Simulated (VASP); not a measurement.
# LiTmH4 (P4/mmm) in VASP: further runs, part 2 of 2

VASP 6.6.1. The steps go on from the part before.

## 4. Single point, PBE

This run uses another cell than the first one, of 10.34 Å³/atom.

Input file INCAR:

```
SYSTEM = LiTmH4
PREC = Accurate
ENCUT = 750
EDIFF = 1E-6
ISMEAR = 0
SIGMA = 0.1
LREAL = .FALSE.
LASPH = .TRUE.
NELM = 200
ALGO = Normal
ISIF = 2
LWAVE = .FALSE.
LCHARG = .FALSE.
GGA = PE
NBANDS = 17
GGA_COMPAT = .FALSE.
LMAXMIX = 6
```

Input file KPOINTS:

```
Automatic mesh
0
G
  6 6 4
  0 0 0
```

Input file POSCAR:

```
LiTmH4
1.0
    3.5325900358      0.0000000000      0.0000000000
    0.0000000000      3.5325900358      0.0000000000
    0.0000000000      0.0000000000      4.9703349213
Li Tm H
1 1 4
Direct
    0.0000000000      0.0000000000      0.0000000000
    0.5000000000      0.5000000000      0.5000000000
    0.5000000000      0.0000000000      0.7483274646
    0.0000000000      0.5000000000      0.2516725354
    0.5000000000      0.0000000000      0.2516725354
    0.0000000000      0.5000000000      0.7483274646
```

Potentials or basis: VASP PAW PBE potentials, release 64 (Li_sv, Tm_3, H), 4f in core.

Command:

```
cat potpaw_PBE.64/Li_sv/POTCAR potpaw_PBE.64/Tm_3/POTCAR potpaw_PBE.64/H/POTCAR > POTCAR
mpirun -np 1 vasp_std > vasp.out
```

OUTCAR:

```text
SYSTEM = LiTmH4
   PREC = Accurate
   ENCUT = 750
   EDIFF = 1E-6
   ISMEAR = 0
   LREAL = .FALSE.
   LASPH = .TRUE.
   NELM = 200
   ISIF = 2
   GGA = PE

 ion  position               nearest neighbor table
   1  0.000  0.000  0.000-
   2  0.500  0.500  0.500-   3 2.15   4 2.15   5 2.15   6 2.15   3 2.15   5 2.15   4 2.15   6 2.15

   3  0.500  0.000  0.748-   2 2.15   2 2.15
   4  0.000  0.500  0.252-   2 2.15   2 2.15
   5  0.500  0.000  0.252-   2 2.15   2 2.15
   6  0.000  0.500  0.748-   2 2.15   2 2.15

  LATTYP: Found a simple tetragonal cell.
 ALAT       =     3.5325900358
 C/A-ratio  =     1.4069945482

  Lattice vectors:

 A1 = (   3.5325900358,   0.0000000000,   0.0000000000)
 A2 = (   0.0000000000,   3.5325900358,   0.0000000000)
 A3 = (   0.0000000000,   0.0000000000,   4.9703349213)

Analysis of symmetry for initial positions (statically):
=====================================================================
 Subroutine PRICEL returns:
 Original cell was already a primitive cell.

 Routine SETGRP: Setting up the symmetry group for a
 simple tetragonal supercell.

 Subroutine GETGRP returns: Found 16 space group operations
 (whereof 16 operations were pure point group operations)
 out of a pool of 16 trial point group operations.

The static configuration has the point symmetry D_4h.

Analysis of symmetry for dynamics (positions and initial velocities):
=====================================================================
 Subroutine PRICEL returns:
 Original cell was already a primitive cell.

 Routine SETGRP: Setting up the symmetry group for a
 simple tetragonal supercell.

 Subroutine GETGRP returns: Found 16 space group operations
[... 124 lines left out ...]
   EMIN   =  10.00;   EMAX   =-10.00  energy-range for DOS
   EFERMI =   0.00;   METHOD = LEGACY
   ISMEAR =     0;   SIGMA  =   0.10  broadening in eV -4-tet -1-fermi 0-gaus
   EFERMI_NEDOS =   21; number of points for ismear=-14 and -15
   IALGO  =     38    algorithm
   IMIX   =      4    mixing-type and parameters
     AMIX     =   0.40;   BMIX     =  1.00
     AMIX_MAG =   1.60;   BMIX_MAG =  1.00
  volume/ion in A,a.u.               =      10.34        69.76
  Fermi-wavevector in a.u.,A,eV,Ry     =   1.042135  1.969350 14.776553  1.086046
  Thomas-Fermi vector in A             =   2.176787
   LORBIT       =      0    0 simple, 1 ext, 2 COOP (PROOUT), +10 PAW based schemes
   GGA     = PE    functional components
   LHFCALC =     F    Hartree Fock is set to
   AEXX    =    0.0000 exact exchange contribution
   IVDW    =     0    specifies the selected vdW correction
   LEPSILON=     F    determine dielectric tensor
   LRPA    =     F    only Hartree local field effects (RPA)
 non-spin polarized calculation
 Gauss-broadening in eV      SIGMA  =   0.10
  energy-cutoff  :      750.00
  volume of cell :       62.03
 maximum number of plane-waves:      2916
 NGX is ok and might be reduce to    32
   NGX = 15   NGY = 15   NGZ = 23

 number of electron      15.9999993 magnetization

 Free energy of the ion-electron system (eV)
  ---------------------------------------------------
  ext. energy  EPLUGINS =         0.00000000
  ---------------------------------------------------
  free energy    TOTEN  =       -22.20518554 eV

  energy without entropy =      -22.20241996  energy(sigma->0) =      -22.20380275

 E-fermi :   1.3204     XC(G=0):  -8.8680

 val. band max:        1.3077650358   @ k =   0.1667   0.0000   0.0000
 cond. band min:       1.3969502349   @ k =   0.5000   0.3333   0.0000
 fundamental gap:      0.0891851991
 Fermi energy:         1.3204400064

 k-point     1 :       0.0000    0.0000    0.0000
  band No.  band energies     occupation
      1     -44.5508      2.00000
      2     -23.7397      2.00000
      3     -23.5162      2.00000
      4     -23.5162      2.00000
      5      -6.1210      2.00000
      6      -2.0338      2.00000
[... 457 lines left out ...]
      4     -23.4929      2.00000
      5      -3.2306      2.00000
      6      -3.2135      2.00000
[... 9 lines left out ...]
     16      10.0524      0.00000
     17      11.1634      0.00000

 [... further k-points ...]
[... 5 lines left out ...]
  --------------------------------------------------------------------------------------
  -------------------------------------------------------------------------------------
  Total        0.5929597      0.5929597     -0.1220584      0.0000000      0.0000000      0.0000000
  in kB       15.3166436     15.3166436     -3.1528698      0.0000000      0.0000000      0.0000000
  external PRESSURE =       9.1601391 kB  Pullay stress =       0.0000000 kB

 VOLUME and BASIS-vectors are now :
 -----------------------------------------------------------------------------
  energy-cutoff  :      750.00
  volume of cell :       62.03
      direct lattice vectors                 reciprocal lattice vectors
     3.532590036  0.000000000  0.000000000     0.283078418  0.000000000  0.000000000
     0.000000000  3.532590036  0.000000000     0.000000000  0.283078418  0.000000000
     0.000000000  0.000000000  4.970334921     0.000000000  0.000000000  0.201193685

 POSITION                                       TOTAL-FORCE (eV/Angst)
 -----------------------------------------------------------------------------------
      0.00000      0.00000      0.00000         0.000000      0.000000      0.000000
      1.76630      1.76630      2.48517         0.000000      0.000000      0.000000
      1.76630      0.00000      3.71944         0.000000      0.000000      0.021359
      0.00000      1.76630      1.25090        -0.000000     -0.000000     -0.021359
      1.76630      0.00000      1.25090        -0.000000     -0.000000     -0.021359
      0.00000      1.76630      3.71944         0.000000     -0.000000      0.021359
 -----------------------------------------------------------------------------------
    total drift:                                0.000000      0.000000     -0.000000

  FREE ENERGIE OF THE ION-ELECTRON SYSTEM (eV)
  ---------------------------------------------------
  free  energy   TOTEN  =       -22.2051855435 eV

  energy  without entropy=      -22.2024199618  energy(sigma->0) =      -22.20380275
```

It took 25 s on 1 thread of Intel Xeon 6975P-C (Granite Rapids), shared host; peak memory 0.25 GiB.

Results:

| Property | Result |
| --- | --- |
| Free energy | -22.2052 eV |
| Pressure | 0.9 GPa |
| Largest force | 0.021 eV/Å |
| Band gap on the k mesh | zero (bands 8 and 9 overlap by 1.00 eV) |

Forces on the atoms (eV/Å):
```
Li   0.000  0.000  0.000
Tm   0.000  0.000  0.000
H    0.000  0.000  0.021
H    0.000  0.000 -0.021
H    0.000  0.000 -0.021
H    0.000  0.000  0.021
```

Caveat: spin-orbit coupling is left out, which moves the levels of the heavy elements; the 4f electrons are frozen in the core, so they carry no moment and show no levels. Spin polarisation is off, so any magnetic state and its effect on volume and gap are missing.

## 5. Overview

| task | cell | k mesh | smearing | gap on the mesh (eV) | pressure (GPa) | relaxed volume (Å³/atom) | largest force (eV/Å) |
| --- | --- | --- | --- | --- | --- | --- | --- |
| relaxation of cell and atoms | relaxed from a = 3.868, b = 3.868, c = 4.701 Å, 6 atoms, atomic positions A | 3 × 3 × 3 | gaussian 0.15 eV | 0.11 | -0.3 | 10.76 | - |
| relaxation of cell and atoms | relaxed from a = 3.446, b = 3.446, c = 4.880 Å, 6 atoms, atomic positions B | 4 × 4 × 3 | gaussian 0.15 eV | none | -0.1 | 10.40 | 0.04 |
| single point | a = 3.533, b = 3.533, c = 4.970 Å, 6 atoms, atomic positions C | 6 × 6 × 4 | gaussian 0.1 eV | none | 0.9 | - | 0.02 |

Alike in all rows: level PBE; potentials or basis VASP PAW PBE potentials, release 64 (Li_sv, Tm_3, H), 4f in core; no spin polarisation; cutoff (eV) 750.

Caveats: some runs use coarse meshes; spin-orbit coupling is left out, which moves the levels of the heavy elements; the 4f electrons are frozen in the core, so they carry no moment and show no levels; the smearing spreads over this small gap (at least some runs); a cell axis changed by over 15 % at a fixed basis, so the end point is rough (at least some runs); the relaxation stopped at a loose force limit of 0.08 eV/Å, so its end isn't a converged minimum (at least some runs).

Total energies depend on the potentials used, so only differences within one code and one set of settings carry meaning.

The gap in the log of VASP goes by the Fermi energy; the results here count the filled bands.